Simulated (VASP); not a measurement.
A run of VASP 6.6.1 is set up as follows.

POSCAR

```
Al14Cu
1.0
    4.2330229706      2.4439369546      0.0000000000
   -4.2330229706      2.4439369546      0.0000000000
    0.0000000000      0.0000000000     21.2166710154
Al Cu
14 1
Direct
    0.0000000000      0.0000000000      0.2827964856
    0.3333330000      0.6666670000      0.2827964856
    0.6666670000      0.3333330000      0.2827964856
    0.3333330000      1.0000000000      0.3913959032
    0.6666670000      0.6666670000      0.3913959032
    0.0000000000      0.3333330000      0.3913959032
    0.6666670000      1.0000000000      0.5000000000
    0.0000000000      0.6666670000      0.5000000000
    0.3333330000      0.3333330000      0.5000000000
    0.3333330000      0.6666670000      0.6085994176
    0.6666670000      0.3333330000      0.6085994176
    0.3333330000      1.0000000000      0.7172035144
    0.6666670000      0.6666670000      0.7172035144
    0.0000000000      0.3333330000      0.7172035144
    0.0000000000      0.0000000000      0.6085994176
```

File INCAR.step1:

```
ALGO = Normal ; DIPOL = 0.5 0.5 0.500
EDIFF = 1E-4 ; ENCUT = 520
GGA = PE ; IDIPOL = 3
ISMEAR = 1 ; LASPH = T
LCHARG = F ; LDIPOL = T
LREAL = Auto ; LWAVE = T
NELM = 100 ; PREC = Accurate
SIGMA = 0.1
```

The input INCAR.step2:

```
ALGO = Normal ; DIPOL = 0.5 0.5 0.500
EDIFF = 1E-6 ; EDIFFG = -0.08
ENCUT = 520 ; IBRION = 2
IDIPOL = 3 ; ISIF = 2
ISMEAR = 1 ; ISTART = 1
LASPH = T ; LCHARG = F
LDIPOL = T ; LMIXTAU = T
LREAL = Auto ; LWAVE = F
METAGGA = R2SCAN ; NELM = 100
NSW = 90 ; PREC = Accurate
SIGMA = 0.1
```

KPOINTS

```
k-points
0
Gamma
  6 6 1
```

Potentials or basis: VASP PAW PBE potentials, release 64 (Al, Cu).

Command:

```bash
$ cat potpaw_PBE.64/Al/POTCAR potpaw_PBE.64/Cu/POTCAR > POTCAR
$ cp INCAR.step1 INCAR
$ mpirun -np 1 vasp_std > vasp.out
$ cp INCAR.step2 INCAR
$ mpirun -np 1 vasp_std > vasp.out
```

Question: Predict the energy gained by relaxing.

Answer: 3.4 meV/atom.

Final structure:
```cif
data_structure
_symmetry_space_group_name_H-M 'P 1'
_symmetry_Int_Tables_number 1
_cell_length_a 4.8879
_cell_length_b 4.8879
_cell_length_c 21.2167
_cell_angle_alpha 90.000
_cell_angle_beta 90.000
_cell_angle_gamma 120.000
_cell_volume 438.98
loop_
_atom_site_label
_atom_site_type_symbol
_atom_site_fract_x
_atom_site_fract_y
_atom_site_fract_z
_atom_site_occupancy
Al1 Al 0.00000 0.00000 0.28172 1
Al2 Al 0.33333 0.66667 0.28168 1
Al3 Al 0.66667 0.33333 0.28168 1
Al4 Al 0.33387 0.00000 0.39163 1
Al5 Al 0.66613 0.66613 0.39163 1
Al6 Al 0.00000 0.33387 0.39163 1
Al7 Al 0.67334 0.00000 0.50195 1
Al8 Al 0.00000 0.67334 0.50195 1
Al9 Al 0.32666 0.32666 0.50195 1
Al10 Al 0.33333 0.66667 0.60912 1
Al11 Al 0.66667 0.33333 0.60912 1
Al12 Al 0.32583 0.00000 0.71598 1
Al13 Al 0.67417 0.67417 0.71598 1
Al14 Al 0.00000 0.32583 0.71598 1
Cu1 Cu 0.00000 0.00000 0.60798 1
```
